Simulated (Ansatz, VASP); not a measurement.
# Mg in VASP and in Ansatz

```
CELL_PARAMETERS angstrom
0.54705 2.54844 2.54844
2.54844 0.54705 2.54844
2.54844 2.54844 0.54705
ATOMIC_POSITIONS crystal
Mg 0.00000 0.00000 0.00000
```

Alike in both runs: task single point; functional r2SCAN; k mesh 20 × 20 × 20; occupations gaussian, width 0.15 eV; no spin polarisation.

|  | VASP | Ansatz |
| --- | --- | --- |
| version | VASP 6.6.1 | Ansatz 0.2.0 |
| potentials or method | VASP PAW PBE potentials, release 64 (Mg), cutoff 520 eV | scalar-relativistic, plane waves, PAW |
| valence electrons in the cell | 2 | 10 |

|  | VASP | Ansatz | Ansatz less VASP |
| --- | --- | --- | --- |
| gap on the k mesh at the Fermi level (eV) | none | none | - |
| pressure (GPa) | 6.4 | 6.6 | +0.18 |
| traceless stress, the component that is largest in VASP (GPa) | -6.90 | -6.96 | -0.064 |

VASP's potentials were made for PBE, not for r2SCAN. A gap of «none» marks a metal or a gap that the smearing closes. VASP's potentials hold 2 valence electrons a cell and Ansatz's 10, so a difference there can come from the potentials and not from the codes.
